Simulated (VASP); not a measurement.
Runs of VASP 6.6.1 on Ag. The structure is that of space group Pm-3m (No. 221), or close to it. The cells are those of the table. This isn't the form of Ag at room conditions, which is fcc.

```csv
task,cell,k mesh,cutoff (eV),gap on the mesh (eV),pressure (GPa)
single point,"a = 2.641 Å, 1 atom",13 × 13 × 13,520,none,8.6
single point,"a = 2.751 Å, 1 atom",13 × 13 × 13,520,none,-2.7
single point,"a = 2.715 Å, 1 atom",12 × 12 × 12,520,none,0.2
single point,"a = 2.715 Å, 1 atom",13 × 13 × 13,520,none,0.2
relaxation of cell and atoms,"relaxed from a = 2.641 Å, 1 atom",12 × 12 × 12,600,none,0.0
single point,"a = 2.820 Å, 1 atom",13 × 13 × 13,520,none,-6.5
single point,"a = 2.679 Å, 1 atom",13 × 13 × 13,520,none,3.8
single point,"a = 2.602 Å, 1 atom",13 × 13 × 13,520,none,14.9
single point,"a = 2.715 Å, 1 atom",19 × 19 × 19,520,none,(b)
single point,"a = 2.786 Å, 1 atom",13 × 13 × 13,520,none,(a)
```

Alike in all rows: level r2SCAN; potentials or basis VASP PAW PBE potentials, release 64 (Ag); no spin polarisation; smearing fermi-dirac 0.1 eV.

Fill in the values left out.

(a) -4.8; (b) 0.1.

Caveats: the PAW data sets were made with another functional, which shifts forces and pressure a little; the cell stands under pressure (at least some runs); the cell stands under tension (at least some runs).

A k mesh can miss the band edges, and the runs leave out spin-orbit coupling on Ag.

A gap of «none» marks levels without a gap at the run's occupations.
